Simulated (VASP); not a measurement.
Write the native input for VASP 6.6.1 that does the following.

* Task: single point
* Functional: PBE
* Potentials or basis: VASP PAW PBE potentials, release 64 (P)
* Cutoff: 520 eV
* k mesh: 6 × 6 × 6
* Occupations: gaussian, width 0.1 eV
* Spin: no spin polarisation
* Dipole correction: no
* Further INCAR settings: ALGO = Normal; EDIFF = 1e-06; NBANDS = 14

The structure of P lies in POSCAR:

```
P
1.0
   -2.5651342700      2.5651342700      2.5651342700
    2.5651342700     -2.5651342700      2.5651342700
    2.5651342700      2.5651342700     -2.5651342700
P
3
Direct
    0.0000000000      0.5000000000      0.5000000000
    0.5000000000      0.0000000000      0.5000000000
    0.5000000000      0.5000000000      0.0000000000
```

These files were run (other wordings do the same):

INCAR

```
SYSTEM = P
ALGO     = Normal         ! electronic algorithm
EDIFF    = 1E-6           ! SCF threshold, eV
ENCUT    = 520            ! plane-wave cutoff, eV
GGA      = PE             ! functional
ISIF     = 2              ! what is computed and relaxed
ISMEAR   = 0              ! smearing method
LASPH    = .True.         ! aspherical terms in the spheres
LCHARG   = .False.        ! write CHGCAR
LREAL    = .False.        ! projectors in reciprocal space
LWAVE    = .False.        ! write WAVECAR
NBANDS   = 14             ! bands
NELM     = 80             ! most SCF steps
PREC     = Accurate       ! precision mode
SIGMA    = 0.1            ! smearing width, eV
```

KPOINTS

```
k-points
0
Gamma
  6 6 6
  0 0 0
```

Potentials or basis: VASP PAW PBE potentials, release 64 (P).

Launch:

```bash
$ cat potpaw_PBE.64/P/POTCAR > POTCAR
$ mpirun -np 1 vasp_std > vasp.out
```

It gave:

```yaml
Pressure: -13.0 GPa
```

Run time: 10 s on 1 thread of Intel(R) Xeon(R) Platinum 8488C (Sapphire Rapids) (shared host), peak memory 0.19 GiB.
